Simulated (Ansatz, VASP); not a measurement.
# Two plane-wave programs on As

INCAR

```
  PREC = Accurate
  ENCUT = 600
  EDIFF = 1E-7
  ISMEAR = -1
  SIGMA = 0.1
  LREAL = False
  LASPH = True
  NELM = 100
  ALGO = Normal
  ISIF = 3
  LWAVE = False
  LCHARG = False
  GGA = CA
  IBRION = 2
  NSW = 80
  EDIFFG = -0.01
```

KPOINTS

```
regular mesh
0
Gamma
  9 9 7
```

File POSCAR:

```
As
1.0
    1.8150000000     -5.4800000000      0.0000000000
    1.8150000000      5.4800000000      0.0000000000
    0.0000000000      0.0000000000      4.4500000000
As
4
Direct
    0.0980000000      0.9020000000      0.9100000000
    0.5980000000      0.4020000000      0.5900000000
    0.9020000000      0.0980000000      0.0900000000
    0.4020000000      0.5980000000      0.4100000000
```

Input for Ansatz:

```yaml
crystal:
  lattice:
    - [1.815, -5.48, 0.0]
    - [1.815, 5.48, 0.0]
    - [0.0, 0.0, 4.45]
  atoms:
    - { symbol: As, position: [0.098, 0.902, 0.91] }
    - { symbol: As, position: [0.598, 0.402, 0.59] }
    - { symbol: As, position: [0.902, 0.098, 0.09] }
    - { symbol: As, position: [0.402, 0.598, 0.41] }
hamiltonian:
  xc: lda
  pseudopotentials:
    kind: paw
    azcp:
      As: "pseudopotentials/As.paw.azcp"
basis:
  ecutwfc: 420
  fft_grid_basis: typed
kpoints:
  mp_grid: { grid: [9, 9, 7], shift: [0, 0, 0] }
magnetization:
  spin_polarized: false
scf:
  occupations: { method: fermi_dirac, width: 0.1 }
relax:
  max_steps: 60
  f_tol: 0.01
  cell: {}
```

Alike in both runs: task relaxation of cell and atoms; functional LDA; k mesh 9 × 9 × 7; occupations fermi-dirac, width 0.1 eV; no spin polarisation.

|  | VASP | Ansatz |
| --- | --- | --- |
| version | VASP 6.6.1 | Ansatz 0.2.0 |
| potentials or method | VASP PAW LDA potentials, release 64 (As), cutoff 600 eV | plane waves (420 eV) with PAW, scalar-relativistic |
| valence electrons in the cell | 20 | 60 |

|  | VASP | Ansatz | Ansatz less VASP |
| --- | --- | --- | --- |
| relaxed volume (Å³/atom) | 21.14 | 21.08 | -0.051 |
| relaxed length of the cell vector where the two differ most in proportion (Å) | 5.699 | 5.689 | -0.0093 |

Ansatz warns that its potentials were made for another functional, while VASP's fit it. LDA's correlation is that of Perdew and Zunger in VASP and of Perdew and Wang (1992) in Ansatz. VASP's potentials hold 20 valence electrons a cell and Ansatz's 60, so a difference there can come from the potentials and not from the codes.
